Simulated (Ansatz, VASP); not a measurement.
This is a calculation of Cu for Ansatz 0.2.0.

input.yaml

```yaml
crystal:
  lattice:
    - [-1.44279332, 1.44279332, 1.37608145]
    - [1.44279332, -1.44279332, 1.37608145]
    - [1.44279332, 1.44279332, -1.37608145]
  atoms:
    - { symbol: Cu, position: [0.0, 0.0, 0.0] }
hamiltonian:
  xc: pbe
  pseudopotentials: { kind: paw }
kpoints:
  mp_grid: { grid: [13, 13, 13] }
scf:
  occupations: { method: gaussian, width: 0.011 }
output:
  forces: true
  stress: true
  eigenvalues: true
```

Potentials or basis: Ansatz PAW.

The run is started by

```console
$ ansatz run input.yaml --threads 2 --pin off --max-ram 5632MiB --backend cpu --events-out ev --progress --plain --runs-dir out
```

Task: Set up the same calculation for VASP 6.6.1. Potentials there: VASP PAW PBE potentials, release 64 (Cu_sv_GW).

Result: As run (the cutoff follows the program's own potentials):

INCAR

```
PREC = Accurate ; ENCUT = 820
EDIFF = 1E-6 ; ISMEAR = 0
SIGMA = 0.011 ; LREAL = False
LASPH = True ; NELM = 120
ALGO = Normal ; ISIF = 2
LWAVE = False ; LCHARG = False
GGA = PE ; NBANDS = 16
GGA_COMPAT = False
```

KPOINTS

```
regular mesh
0
Gamma
  13 13 13
```

POSCAR

```
Cu
1.0
   -1.4427933200      1.4427933200      1.3760814500
    1.4427933200     -1.4427933200      1.3760814500
    1.4427933200      1.4427933200     -1.3760814500
Cu
1
Direct
    0.0000000000      0.0000000000      0.0000000000
```

Potentials or basis: VASP PAW PBE potentials, release 64 (Cu_sv_GW).

Launch:

```console
$ cat potpaw_PBE.64/Cu_sv_GW/POTCAR > POTCAR
$ mpirun -np 1 vasp_std > vasp.out
```

Both were run:

|  | VASP | Ansatz | Ansatz less VASP |
| --- | --- | --- | --- |
| gap on the k mesh at the Fermi level (eV) | none | none | - |
| pressure (GPa) | 5.9 | 7.2 | +1.31 |
| traceless stress, the component that is largest in VASP (GPa) | 0.20 | 0.20 | -0.008 |

A gap of «none» marks a metal or a gap that the smearing closes. With one functional, cell and mesh, what is left measures potentials, basis and numerics.
